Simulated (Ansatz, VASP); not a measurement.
**Two plane-wave programs on C**

```
C
1.0
     2.46639    0.00000    0.00000
    -1.23319    2.13596    0.00000
     0.00000    0.00000    8.20659
C
4
Direct
  0.00000 0.00000 0.25000
  0.00000 0.00000 0.75000
  0.33333 0.66667 0.25000
  0.66667 0.33333 0.75000
```

Alike in both runs: functional PBE; k mesh 10 × 10 × 4; occupations gaussian, width 0.05 eV; no spin polarisation.

Ansatz relaxed the structure, and its values are those at the end. VASP's run is a single point on that final structure, the one shown.

|  | VASP | Ansatz |
| --- | --- | --- |
| version | VASP 6.6.1 | Ansatz 0.2.0 |
| potentials or method | VASP PAW PBE potentials, release 64 (C), cutoff 520 eV | scalar-relativistic, plane waves, PAW |
| valence electrons in the cell | 16 | 16 |

```tsv
	VASP	Ansatz	Ansatz less VASP
gap on the k mesh at the Fermi level (eV)	1.80	1.80	0.000
least direct gap on the mesh (eV)	1.80	1.80	0.000
pressure (GPa)	0.4	0.0	-0.37
```

The functional is the same, so the differences come from potentials, cutoffs and numerics.
